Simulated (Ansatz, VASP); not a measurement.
## One calculation of SnSe2, two programs

Contents of INCAR:

```
  PREC = Accurate
  ENCUT = 600
  EDIFF = 1E-6
  ISMEAR = 0
  SIGMA = 0.01
  LREAL = False
  LASPH = True
  NELM = 80
  ALGO = Normal
  ISIF = 3
  LWAVE = False
  LCHARG = False
  GGA = RP
  IBRION = 2
  NSW = 80
  EDIFFG = -0.05
```

Contents of KPOINTS:

```
regular mesh
0
Gamma
  6 6 4
```

File POSCAR:

```
SnSe2
1.0
    3.8110000000      0.0000000000      0.0000000000
   -1.9055000000      3.3004200000      0.0000000000
    0.0000000000      0.0000000000      6.1360000000
Sn Se
1 2
Direct
    0.0000000000      0.0000000000      0.0000000000
    0.3333333333      0.6666666667      0.2490000000
    0.6666666667      0.3333333333      0.7510000000
```

Input for Ansatz:

```yaml
crystal:
  lattice:
    - [3.811, 0.0, 0.0]
    - [-1.9055, 3.30042, 0.0]
    - [0.0, 0.0, 6.136]
  atoms:
    - { symbol: Sn, position: [0.0, 0.0, 0.0] }
    - { symbol: Se, position: [0.3333333333333333, 0.6666666666666666, 0.249] }
    - { symbol: Se, position: [0.6666666666666666, 0.3333333333333333, 0.751] }
basis:
  ecutwfc: 476.19925930478996
kpoints:
  mp_grid:
    grid: [6, 6, 4]
hamiltonian:
  xc: rpbe
  dispersion: none
scf:
  occupations:
    method: fixed
relax:
  f_tol: 0.05
  cell: {}
```

Alike in both runs: task relaxation of cell and atoms; functional RPBE; k mesh 6 × 6 × 4; no spin polarisation.

|  | VASP | Ansatz |
| --- | --- | --- |
| version | VASP 6.6.1 | Ansatz 0.2.0 |
| potentials or method | VASP PAW PBE potentials, release 64 (Sn_d, Se), cutoff 600 eV | plane waves, PAW |
| occupations | gaussian, width 0.01 eV | fixed |
| valence electrons in the cell | 26 | 46 |

```csv
,VASP,Ansatz,Ansatz less VASP
relaxed volume (Å³/atom),36.30,36.69,+0.392
relaxed cell length with the largest relative difference (Å),8.190,8.288,+0.0977
```

VASP's potentials were made for PBE, not for RPBE. VASP's potentials hold 26 valence electrons a cell and Ansatz's 46, so a difference there can come from the potentials and not from the codes.

Noted on VASP's run: the volume moved by over 15 % at a fixed basis, so the end points are rough.
